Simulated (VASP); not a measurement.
## B13P10: single point with PBE

The system is B13P10.

```
P B
1.0
     6.56602    0.08733   -0.17040
     0.08733    6.73962    0.13582
    -0.17040    0.13582    7.04623
P B
10 13
Direct
  0.77306 0.58347 0.25729
  0.98819 0.04158 0.34328
  0.93413 0.90721 0.66711
  0.62961 0.81221 0.83751
  0.54620 0.24626 0.39024
  0.34894 0.71554 0.46105
  0.23441 0.23770 0.03471
  0.21964 0.79705 0.01699
  0.13644 0.50446 0.29749
  0.83868 0.18668 0.92004
  0.68207 0.41655 0.68366
  0.74149 0.40801 0.46884
  0.28815 0.49713 0.66057
  0.05512 0.77321 0.29725
  0.10831 0.31710 0.52379
  0.89100 0.69414 0.85432
  0.34226 0.22665 0.55189
  0.30095 0.51938 0.91109
  0.44470 0.93542 0.59921
  0.47773 0.52550 0.81262
  0.23678 0.97517 0.78266
  0.04202 0.54523 0.70629
  0.99574 0.26312 0.73181
```

```json
{
  "Program": "VASP 6.6.1",
  "Task": "single point",
  "Functional": "PBE",
  "Potentials or basis": "VASP PAW PBE potentials, release 64 (P, B)",
  "Cutoff": "420 eV",
  "k mesh": "1 × 1 × 1, shifted",
  "Occupations": "fermi-dirac, width 0.3447 eV",
  "Spin": "no spin polarisation"
}
```

The pressure is -1.1 GPa. The largest force is 11.240 eV/Å. The band gap on the k mesh is zero (an odd number of electrons rules out a gap without spin polarisation).

Forces in eV/Å, atoms in the order of the input:
```
P    1.096  0.264 -0.118
P   -0.617 -0.350  0.535
P    2.321  1.792 -0.611
P   -1.608  0.204  0.131
P   -0.702 -2.180 -2.162
P    0.348 -0.338 -0.028
P   -0.164  1.132 -0.787
P   -1.269 -1.863 -0.130
P   -1.271 -2.109 -1.031
P   -1.345 -0.005  0.425
B   -0.840  0.174  3.064
B    1.500  1.722 -0.407
B   -1.303  0.668 -1.342
B    0.360  0.760 -0.814
B   -0.449  1.042  0.964
B    2.161 -0.851 -1.219
B    0.207 -1.063  1.314
B   -7.523 -0.132  4.401
B   -1.095  1.492  2.332
B   10.379 -0.785 -4.240
B   -0.080  0.361 -0.836
B   -0.167 -0.388  1.807
B    0.060  0.453 -1.247
```

Stress tensor (GPa, compression positive):
```
 4.80  1.15 -0.81
 1.15 -7.32 -0.38
-0.81 -0.38 -0.86
```

Levels at points of the mesh, in eV from the Fermi level:
| k point | band 41 | band 42 | band 43 | band 44 | band 45 | band 46 | band 47 | band 48 |
| --- | --- | --- | --- | --- | --- | --- | --- | --- |
| (0.25, 0.25, 0.25) | -0.99 | -0.73 | -0.48 | -0.32 | 0.06 | 0.25 | 0.57 | 0.64 |

It took 38 s on 1 thread of Intel(R) Xeon(R) Platinum 8375C CPU @ 2.90GHz (Ice Lake), on a shared host, peak memory 0.3 GiB.

Caveat: the atoms stand as in a frame of molecular dynamics; so wide a smearing shifts energies and pressures.
